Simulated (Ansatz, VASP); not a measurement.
**PtSe2: VASP beside Ansatz**

```
Pt Se
1.0
     3.65408    0.00000    0.00000
    -1.82704    3.16452    0.00000
     0.00000    0.00000    5.17161
Pt Se
1 2
Direct
  0.00000 0.00000 0.00000
  0.33333 0.66667 0.25717
  0.66667 0.33333 0.74283
```

Change from the starting cell: hydrostatic strain -2.0%.

Alike in both runs: task single point; functional r2SCAN; k mesh 12 × 12 × 6; occupations fermi-dirac, width 0.02 eV; no spin polarisation.

|  | VASP | Ansatz |
| --- | --- | --- |
| version | VASP 6.6.1 | Ansatz 0.2.0 |
| potentials or method | VASP PAW PBE potentials, release 64 (Pt, Se) | plane waves, PAW |
| plane-wave cutoff (eV) | 520 | 500 |
| valence electrons in the cell | 22 | 50 |

VASP gave:

```
pressure (GPa)                                                : 6.3
traceless stress, the component that is largest in VASP (GPa) : -2.66
rms of the force components (eV/Å)                            : 0.008
```

**Question.** What did Ansatz give for the same quantities?

**Answer.** Pressure (GPa): 6.2; traceless stress, the component that is largest in VASP (GPa): -2.60; rms of the force components (eV/Å): 0.017.

VASP's potentials were made for PBE, not for r2SCAN. Atom by atom the forces differ by 0.009 eV/Å (rms over components). VASP's potentials hold 22 valence electrons a cell and Ansatz's 50, so a difference there can come from the potentials and not from the codes.

Spin-orbit coupling is off throughout.
